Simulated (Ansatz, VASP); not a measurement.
# One calculation of BeS, two programs

```
Be S
1.0
     0.00000    2.41883    2.41883
     2.41883    0.00000    2.41883
     2.41883    2.41883    0.00000
Be S
1 1
Direct
  0.00000 0.00000 0.00000
  0.25000 0.25000 0.25000
```

Alike in both runs: functional PBEsol; k mesh 8 × 8 × 8; occupations gaussian, width 0.02 eV; no spin polarisation.

Ansatz relaxed the structure, and its values are those at the end. VASP's run is a single point on that final structure, the one shown.

|  | VASP | Ansatz |
| --- | --- | --- |
| version | VASP 6.6.1 | Ansatz 0.2.0 |
| potentials or method | VASP PAW PBE potentials, release 64 (Be, S), cutoff 600 eV | scalar-relativistic, plane waves, PAW |
| valence electrons in the cell | 8 | 8 |

VASP gave:

| Property | Result |
| --- | --- |
| gap on the k mesh at the Fermi level (eV) | 2.91 |
| least direct gap on the mesh (eV) | 5.61 |
| pressure (GPa) | 0.2 |

Task: Estimate Ansatz's values.

Result: gap on the k mesh at the Fermi level (eV): 2.91; least direct gap on the mesh (eV): 5.58; pressure (GPa): 0.0.

VASP's potentials were made for PBE, not for PBEsol, and Ansatz warns of the same on its side. The functional is the same, so the differences come from potentials, cutoffs and numerics.
